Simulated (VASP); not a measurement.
Wanted: the native input for a VASP 6.6.1 run.

```
Task                   : single point
Functional             : PBE
Potentials or basis    : VASP PAW PBE potentials, release 64 (Pt)
Cutoff                 : 520 eV
k mesh                 : 7 × 7 × 7
Occupations            : fermi-dirac, width 0.1 eV
Spin                   : collinear spin, ferromagnetic start
Starting moments       : [1.0] μB
Dipole correction      : no
Further INCAR settings : ALGO = Normal; EDIFF = 1e-06; NBANDS = 15
```

The structure of Pt lies in POSCAR:

```
Pt
1.0
    0.0000000000      1.9848339943      1.9848339943
    1.9848339943      0.0000000000      1.9848339943
    1.9848339943      1.9848339943      0.0000000000
Pt
1
Direct
    0.0000000000      0.0000000000      0.0000000000
```

These files were run (other wordings do the same):

INCAR

```
ALGO     = Normal         # electronic algorithm
EDIFF    = 1E-6           # SCF threshold, eV
ENCUT    = 520            # plane-wave cutoff, eV
GGA      = PE             # functional
ISIF     = 2              # what is computed and relaxed
ISMEAR   = -1             # smearing method
ISPIN    = 2              # spin polarisation
LASPH    = True           # aspherical terms in the spheres
LCHARG   = False          # write CHGCAR
LMAXMIX  = 4              # l up to which the mixer works
LORBIT   = 11             # projections on sites
LREAL    = False          # projectors in reciprocal space
LWAVE    = False          # write WAVECAR
MAGMOM   = 1              # initial moments
NBANDS   = 15             # bands
NELM     = 150            # most SCF steps
PREC     = Accurate       # precision mode
SIGMA    = 0.1            # smearing width, eV
```

KPOINTS

```
k-points
0
Gamma
  7 7 7
```

Potentials or basis: VASP PAW PBE potentials, release 64 (Pt).

Run with:

```sh
$ cat potpaw_PBE.64/Pt/POTCAR > POTCAR
$ mpirun -np 1 vasp_std > vasp.out
```

It gave:

* Pressure: 1.2 GPa
* Band gap on the k mesh: zero (filled and empty bands overlap)
* Net moment: 0.00 μB per cell
* Valence electrons inside the program's atomic spheres: Pt 9.21

Caveat: the k points lie up to 0.39 Å⁻¹ apart; spin-orbit coupling is left out, which moves the levels of the heavy elements.

Wall time 14 s on 1 thread of Intel(R) Xeon(R) Platinum 8259CL CPU @ 2.50GHz (Skylake/Cascade Lake), with other jobs on the host, peak memory 0.15 GiB.
